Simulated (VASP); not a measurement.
A run of VASP 6.6.1 is set up as follows.

INCAR

```
PREC = Accurate
ENCUT = 520
EDIFF = 1E-7
ISMEAR = 0
SIGMA = 0.05
LREAL = F
LASPH = T
NELM = 100
ALGO = Normal
ISIF = 2
LWAVE = F
LCHARG = T
GGA = PS
LELF = T
LVHAR = T
NBANDS = 14
```

File KPOINTS:

```
Automatic mesh
0
Gamma
  12 12 12
```

POSCAR

```
PIr
1.0
    0.0000000000      2.6258420330      2.6258420330
    2.6258420330      0.0000000000      2.6258420330
    2.6258420330      2.6258420330      0.0000000000
Ir P
1 1
Direct
    0.0000000000      0.0000000000      0.0000000000
    0.2500000000      0.2500000000      0.2500000000
```

Potentials or basis: VASP PAW PBE potentials, release 64 (Ir, P).

Command:

```bash
$ cat potpaw_PBE.64/Ir/POTCAR potpaw_PBE.64/P/POTCAR > POTCAR
$ mpirun -np 1 vasp_std > vasp.out
```

Problem. Estimate the band gap on the k mesh.

Solution. Zero (band 7 reaches 10.29 eV, above the bottom of band 8 at 6.13 eV).

Problem. What does it give for the pressure?

Solution. -4.5 GPa.

Caveat: the PAW data sets were made with another functional, which shifts forces and pressure a little; spin-orbit coupling is left out, which moves the levels of the heavy elements.
